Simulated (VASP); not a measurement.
# Cs3Sb4Se (Pm-3m) in VASP: a series of runs

Cs3Sb4Se is run at these levels: PBE; tasks: single point, relaxation of cell and atoms.

Program: VASP 6.6.1. These are calculated values, not measurements. Logs are shortened: lines on timing, memory, paths and dates and some standing lists are left out, and cuts for length are marked.

## 1. The cell of the first run

Symmetry: Pm-3m, No. 221, cubic system. Conventional cell: a = 7.197 Å, b = 7.197 Å, c = 7.197 Å, α = 90.00°, β = 90.00°, γ = 90.00°. Cs (site symmetry 4/mmm) has 6 Sb at 3.60 Å within 4.7 Å. Sb (site symmetry m-3m) has 6 Cs at 3.60 Å within 4.7 Å. Within 4.7 Å of Sb (site symmetry 4/mmm) lie 4 Cs at 3.60 Å and 2 Se at 3.60 Å. Within 4.7 Å of Se (site symmetry m-3m) lie 6 Sb at 3.60 Å.

The cell was generated, and may not be a known phase.

## 2. Single point, PBE

INCAR reads:

```
SYSTEM = Cs3Sb4Se
  PREC = Accurate
  ENCUT = 520
  EDIFF = 1E-6
  ISMEAR = 0
  SIGMA = 0.1
  LREAL = .FALSE.
  LASPH = .TRUE.
  NELM = 100
  ALGO = Normal
  ISIF = 2
  LWAVE = .FALSE.
  LCHARG = .FALSE.
  GGA = PE
  NBANDS = 36
```

KPOINTS reads:

```
Automatic mesh
0
G
  6 6 6
  0 0 0
```

POSCAR reads:

```
Cs3Sb4Se
1.0
    7.1972348598      0.0000000000      0.0000000000
    0.0000000000      7.1972348598      0.0000000000
    0.0000000000      0.0000000000      7.1972348598
Cs Sb Se
3 4 1
Direct
    0.0000000000      0.0000000000      0.5000000000
    0.0000000000      0.5000000000      0.0000000000
    0.5000000000      0.0000000000      0.0000000000
    0.0000000000      0.0000000000      0.0000000000
    0.5000000000      0.5000000000      0.0000000000
    0.5000000000      0.0000000000      0.5000000000
    0.0000000000      0.5000000000      0.5000000000
    0.5000000000      0.5000000000      0.5000000000
```

Potentials or basis: VASP PAW PBE potentials, release 64 (Cs_sv, Sb, Se).

Started as:

```
$ cat potpaw_PBE.64/Cs_sv/POTCAR potpaw_PBE.64/Sb/POTCAR potpaw_PBE.64/Se/POTCAR > POTCAR
$ mpirun -np 1 vasp_std > vasp.out
```

OUTCAR:

```text
SYSTEM = Cs3Sb4Se
   PREC = Accurate
   ENCUT = 520
   EDIFF = 1E-6
   ISMEAR = 0
   LREAL = .FALSE.
   LASPH = .TRUE.
   NELM = 100
   ISIF = 2
   GGA = PE

 ion  position               nearest neighbor table
   1  0.000  0.000  0.500-
   2  0.000  0.500  0.000-
   3  0.500  0.000  0.000-
   4  0.000  0.000  0.000-
   5  0.500  0.500  0.000-
   6  0.500  0.000  0.500-
   7  0.000  0.500  0.500-
   8  0.500  0.500  0.500-

  LATTYP: Found a simple cubic cell.
 ALAT       =     7.1972348598

  Lattice vectors:

 A1 = (   7.1972348598,   0.0000000000,   0.0000000000)
 A2 = (   0.0000000000,   7.1972348598,   0.0000000000)
 A3 = (   0.0000000000,   0.0000000000,   7.1972348598)

Analysis of symmetry for initial positions (statically):
=====================================================================
 Subroutine PRICEL returns:
 Original cell was already a primitive cell.

 Routine SETGRP: Setting up the symmetry group for a
 simple cubic supercell.

 Subroutine GETGRP returns: Found 48 space group operations
 (whereof 48 operations were pure point group operations)
 out of a pool of 48 trial point group operations.

The static configuration has the point symmetry O_h .

Analysis of symmetry for dynamics (positions and initial velocities):
=====================================================================
 Subroutine PRICEL returns:
 Original cell was already a primitive cell.

 Routine SETGRP: Setting up the symmetry group for a
 simple cubic supercell.

 Subroutine GETGRP returns: Found 48 space group operations
 (whereof 48 operations were pure point group operations)
 out of a pool of 48 trial point group operations.

The dynamic configuration has the point symmetry O_h .

 Subroutine INISYM returns: Found 48 space group operations
 (whereof 48 operations are pure point group operations),
 and found     1 'primitive' translations

----------------------------------------------------------------------------------------

                                     Primitive cell

  volume of cell :     372.8181

  direct lattice vectors                    reciprocal lattice vectors
     7.197234860  0.000000000  0.000000000     0.138942249  0.000000000  0.000000000
     0.000000000  7.197234860  0.000000000     0.000000000  0.138942249  0.000000000
     0.000000000  0.000000000  7.197234860     0.000000000  0.000000000  0.138942249

  length of vectors
     7.197234860  7.197234860  7.197234860     0.138942249  0.138942249  0.138942249

  position of ions in fractional coordinates (direct lattice)
     0.000000000  0.000000000  0.500000000
     0.000000000  0.500000000  0.000000000
     0.500000000  0.000000000  0.000000000
     0.000000000  0.000000000  0.000000000
     0.500000000  0.500000000  0.000000000
     0.500000000  0.000000000  0.500000000
     0.000000000  0.500000000  0.500000000
     0.500000000  0.500000000  0.500000000

  ion indices of the primitive-cell ions
   primitive index   ion index
                 1           1
                 2           2
                 3           3
                 4           4
                 5           5
                 6           6
                 7           7
                 8           8

----------------------------------------------------------------------------------------

 KPOINTS: Automatic mesh

Automatic generation of k-mesh.
 Grid dimensions read from file:
 generate k-points for:    6    6    6

 Generating k-lattice:

  Cartesian coordinates                     Fractional coordinates (reciprocal lattice)
     0.023157042  0.000000000  0.000000000     0.166666667  0.000000000  0.000000000
     0.000000000  0.023157042  0.000000000     0.000000000  0.166666667  0.000000000
     0.000000000  0.000000000  0.023157042     0.000000000  0.000000000  0.166666667

  Length of vectors
     0.023157042  0.023157042  0.023157042

  Shift w.r.t. Gamma in fractional coordinates (k-lattice)
     0.000000000  0.000000000  0.000000000

 Subroutine IBZKPT returns following result:
 ===========================================

 Found     20 irreducible k-points:

 Following reciprocal coordinates:
            Coordinates               Weight
  0.000000  0.000000  0.000000      1.000000
  0.166667  0.000000  0.000000      6.000000
  0.333333  0.000000  0.000000      6.000000
  0.500000  0.000000  0.000000      3.000000
  0.166667  0.166667  0.000000     12.000000
  0.333333  0.166667  0.000000     24.000000
[... 12 lines left out ...]
  0.500000  0.500000  0.333333      6.000000
  0.500000  0.500000  0.500000      1.000000
   k-points           NKPTS =     20   k-points in BZ     NKDIM =     20   number of bands    NBANDS=     36
   number of dos      NEDOS =    301   number of ions     NIONS =      8
   total plane-waves  NPLWV = 157464
   dimension x,y,z NGX =    54 NGY =   54 NGZ =   54
   dimension x,y,z NGXF=   108 NGYF=  108 NGZF=  108
   ions per type =               3   4   1
   NGX,Y,Z   is equivalent  to a cutoff of  12.47, 12.47, 12.47 a.u.
   NGXF,Y,Z  is equivalent  to a cutoff of  24.95, 24.95, 24.95 a.u.
 SYSTEM =  Cs3Sb4Se
   PREC   = accura    normal or accurate (medium, high low for compatibility)
   ISTART =      0    job   : 0-new  1-cont  2-samecut
   ICHARG =      2    charge: 1-file 2-atom 10-const
   ISPIN  =      1    spin polarized calculation?
   LNONCOLLINEAR =      F non collinear calculations
   LSORBIT =      F    spin-orbit coupling
   LASPH  =      T    aspherical Exc in radial PAW
   ENCUT  =  520.0 eV  38.22 Ry    6.18 a.u.  13.38 13.38 13.38*2*pi/ulx,y,z
   NELM   =    100;   NELMIN=  2; NELMDL= -5     # of ELM steps
   EDIFF  = 0.1E-05   stopping-criterion for ELM
   LREAL  =      F    real-space projection
[... 7 lines left out ...]
   TEBEG  =    0.0;   TEEND  =   0.0 temperature during run
   PSTRESS=    0.0 pullay stress
   NELECT =      53.0000    total number of electrons
   NUPDOWN=      -1.0000    fix difference up-down
   EMIN   =  10.00;   EMAX   =-10.00  energy-range for DOS
   EFERMI =   0.00;   METHOD = LEGACY
   ISMEAR =     0;   SIGMA  =   0.10  broadening in eV -4-tet -1-fermi 0-gaus
   EFERMI_NEDOS =   21; number of points for ismear=-14 and -15
   IALGO  =     38    algorithm
   IMIX   =      4    mixing-type and parameters
     AMIX     =   0.40;   BMIX     =  1.00
     AMIX_MAG =   1.60;   BMIX_MAG =  1.00
  volume/ion in A,a.u.               =      46.60       314.49
  Fermi-wavevector in a.u.,A,eV,Ry     =   0.854413  1.614606  9.932543  0.730021
  Thomas-Fermi vector in A             =   1.971005
   LORBIT       =      0    0 simple, 1 ext, 2 COOP (PROOUT), +10 PAW based schemes
   GGA     = PE    functional components
   LHFCALC =     F    Hartree Fock is set to
   AEXX    =    0.0000 exact exchange contribution
   IVDW    =     0    specifies the selected vdW correction
   LEPSILON=     F    determine dielectric tensor
   LRPA    =     F    only Hartree local field effects (RPA)
 non-spin polarized calculation
 Gauss-broadening in eV      SIGMA  =   0.10
  energy-cutoff  :      520.00
  volume of cell :      372.82
 maximum number of plane-waves:     10075
 NGX is ok and might be reduce to    54
   NGX = 27   NGY = 27   NGZ = 27

 number of electron      53.0000002 magnetization

 Free energy of the ion-electron system (eV)
  ---------------------------------------------------
  ext. energy  EPLUGINS =         0.00000000
  ---------------------------------------------------
  free energy    TOTEN  =       -17.64386655 eV

  energy without entropy =      -17.53143814  energy(sigma->0) =      -17.58765235

 E-fermi :   1.7798     XC(G=0):  -7.7782

 val. band max:        1.7627006149   @ k =   0.3333   0.3333   0.1667
 cond. band min:       1.7825403000   @ k =   0.5000   0.0000   0.0000
 fundamental gap:      0.0198396850
 Fermi energy:         1.7798438347

 k-point     1 :       0.0000    0.0000    0.0000
  band No.  band energies     occupation
      1     -19.4242      2.00000
      2     -19.3982      2.00000
      3     -19.3982      2.00000
      4     -10.1155      2.00000
      5      -6.5909      2.00000
      6      -6.5909      2.00000
[... 28 lines left out ...]
     35       4.3896      0.00000
     36       5.7056      0.00000

 k-point     2 :       0.1667    0.0000    0.0000
  band No.  band energies     occupation
      1     -19.4226      2.00000
      2     -19.3997      2.00000
      3     -19.3981      2.00000
      4     -10.1131      2.00000
      5      -6.7814      2.00000
      6      -6.7117      2.00000
[... 28 lines left out ...]
     35       4.6676      0.00000
     36       5.9340      0.00000

 k-point     3 :       0.3333    0.0000    0.0000
  band No.  band energies     occupation
      1     -19.4186      2.00000
      2     -19.4036      2.00000
      3     -19.3981      2.00000
      4     -10.1085      2.00000
      5      -6.9723      2.00000
      6      -6.9351      2.00000
[... 28 lines left out ...]
     35       5.3714      0.00000
     36       5.5765      0.00000
[... 586 lines left out ...]
 k-point    19 :       0.5000    0.5000    0.3333
  band No.  band energies     occupation
      1     -19.4064      2.00000
      2     -19.4064      2.00000
      3     -19.4064      2.00000
      4     -10.0828      2.00000
      5      -7.4360      2.00000
      6      -7.3492      2.00000
[... 28 lines left out ...]
     35       6.7272      0.00000
     36       6.8105      0.00000

 k-point    20 :       0.5000    0.5000    0.5000
  band No.  band energies     occupation
      1     -19.4064      2.00000
      2     -19.4064      2.00000
      3     -19.4064      2.00000
      4     -10.0790      2.00000
      5      -7.4821      2.00000
      6      -7.3617      2.00000
[... 28 lines left out ...]
     35       6.9521      0.00000
     36       6.9521      0.00000

------------------------ aborting loop because EDIFF is reached ----------------------------------------

  FORCE on cell =-STRESS in cart. coord.  units (eV):
  Direction    XX          YY          ZZ          XY          YZ          ZX
  --------------------------------------------------------------------------------------
  -------------------------------------------------------------------------------------
  Total        0.0350044      0.0350044      0.0350044      0.0000000      0.0000000     -0.0000000
  in kB        0.1504304      0.1504304      0.1504304      0.0000000      0.0000000     -0.0000000
  external PRESSURE =       0.1504304 kB  Pullay stress =       0.0000000 kB

 VOLUME and BASIS-vectors are now :
 -----------------------------------------------------------------------------
  energy-cutoff  :      520.00
  volume of cell :      372.82
      direct lattice vectors                 reciprocal lattice vectors
     7.197234860  0.000000000  0.000000000     0.138942249  0.000000000  0.000000000
     0.000000000  7.197234860  0.000000000     0.000000000  0.138942249  0.000000000
     0.000000000  0.000000000  7.197234860     0.000000000  0.000000000  0.138942249

 POSITION                                       TOTAL-FORCE (eV/Angst)
 -----------------------------------------------------------------------------------
      0.00000      0.00000      3.59862         0.000000      0.000000      0.000000
      0.00000      3.59862      0.00000         0.000000      0.000000      0.000000
      3.59862      0.00000      0.00000         0.000000      0.000000      0.000000
      0.00000      0.00000      0.00000         0.000000      0.000000      0.000000
      3.59862      3.59862      0.00000         0.000000      0.000000      0.000000
      3.59862      0.00000      3.59862         0.000000      0.000000      0.000000
      0.00000      3.59862      3.59862         0.000000      0.000000      0.000000
      3.59862      3.59862      3.59862         0.000000      0.000000      0.000000
 -----------------------------------------------------------------------------------
    total drift:                               -0.000000     -0.000000     -0.000000

  FREE ENERGIE OF THE ION-ELECTRON SYSTEM (eV)
  ---------------------------------------------------
  free  energy   TOTEN  =       -17.6438665517 eV

  energy  without entropy=      -17.5314381441  energy(sigma->0) =      -17.58765235
```

It took 2.8 min on 1 thread of Intel Xeon 6975P-C (Granite Rapids), shared host; peak memory 0.54 GiB.

Results:

```
Free energy            : -17.6439 eV
Pressure               : 0.0 GPa
Band gap on the k mesh : zero (an odd number of electrons rules out a gap without spin polarisation)
```

Caveat: spin-orbit coupling is left out, which moves the levels of the heavy elements; an odd number of electrons without spin polarisation forces a metal; a magnetic or distorted state may lie lower.

## 3. Relaxation of cell and atoms, PBE

This run uses another cell than the first one, of 41.50 Å³/atom.

INCAR reads:

```
SYSTEM = Cs3Sb4Se
  PREC = Accurate
  ENCUT = 600
  EDIFF = 1E-6
  ISMEAR = 0
  SIGMA = 0.1
  LREAL = .FALSE.
  LASPH = .TRUE.
  NELM = 60
  ALGO = Normal
  ISIF = 3
  LWAVE = .FALSE.
  LCHARG = .FALSE.
  GGA = PE
  IBRION = 2
  NSW = 100
  EDIFFG = -0.01
```

KPOINTS is that of step 2.

POSCAR, as its differences from that of step 2:

```diff
@@ -2,5 +2,5 @@
 1.0
-    7.1972348598      0.0000000000      0.0000000000
-    0.0000000000      7.1972348598      0.0000000000
-    0.0000000000      0.0000000000      7.1972348598
+    6.9244352900      0.0000000000      0.0000000000
+    0.0000000000      6.9244352900      0.0000000000
+    0.0000000000      0.0000000000      6.9244352900
 Cs Sb Se
```

Potentials or basis: VASP PAW PBE potentials, release 64 (Cs_sv, Sb, Se).

Started as:

```
$ cat potpaw_PBE.64/Cs_sv/POTCAR potpaw_PBE.64/Sb/POTCAR potpaw_PBE.64/Se/POTCAR > POTCAR
$ mpirun -np 1 vasp_std > vasp.out
```

It took 7.6 min on 1 thread of Intel Xeon 6975P-C (Granite Rapids), shared host; peak memory 0.62 GiB.

It converged, with:

- Free energy: -17.6423 eV
- Relaxed volume: 46.69 Å³/atom
- Relaxed cell: a = 7.202 Å, b = 7.202 Å, c = 7.202 Å, α = 90.00°, β = 90.00°, γ = 90.00°
- Space group after relaxing (to 0.1 Å): Pm-3m (No. 221)
- Energy gained by relaxing: 27.9 meV/atom
- Ionic steps: 4
- Pressure after relaxing: 0.0 GPa
- Band gap on the k mesh: zero (an odd number of electrons rules out a gap without spin polarisation)

The path:
| step | energy change (eV) | largest force (eV/Å) | pressure (GPa) | volume (Å³) |
| --- | --- | --- | --- | --- |
| 1 | 0.0000 | 0.0000 | 1.95 | 332.01 |
| 2 | -0.1926 | 0.0000 | 0.62 | 356.87 |
| 3 | -0.2216 | 0.0000 | -0.12 | 376.90 |
| 4 | -0.2230 | 0.0000 | -0.01 | 373.53 |

Final structure:
```
Cs Sb Se
1.0
     7.20179    0.00000    0.00000
     0.00000    7.20179    0.00000
     0.00000    0.00000    7.20179
Cs Sb Se
3 4 1
Direct
  0.00000 0.00000 0.50000
  0.00000 0.50000 0.00000
  0.50000 0.00000 0.00000
  0.00000 0.00000 0.00000
  0.50000 0.50000 0.00000
  0.50000 0.00000 0.50000
  0.00000 0.50000 0.50000
  0.50000 0.50000 0.50000
```

Levels at points of the mesh, in eV from the Fermi level:
```csv
k point,band 22,band 23,band 24,band 25,band 26,band 27,band 28,band 29,band 30,band 31
"(0.00, 0.00, 0.00)",0.09,0.09,0.35,0.35,0.35,0.60,0.60,0.60,1.73,1.73
"(0.50, 0.00, 0.00)",-0.60,-0.39,-0.09,0.00,0.00,0.21,0.21,0.44,0.44,1.64
"(0.50, 0.50, 0.00)",-0.87,-0.87,-0.51,-0.40,-0.25,-0.25,0.08,0.08,0.10,0.17
"(0.50, 0.50, 0.50)",-1.22,-1.22,-0.86,-0.47,-0.47,-0.47,-0.36,-0.36,-0.36,0.09
```

Caveat: the highest band is partly filled, so the run has too few bands; spin-orbit coupling is left out, which moves the levels of the heavy elements; an odd number of electrons without spin polarisation forces a metal; a magnetic or distorted state may lie lower.
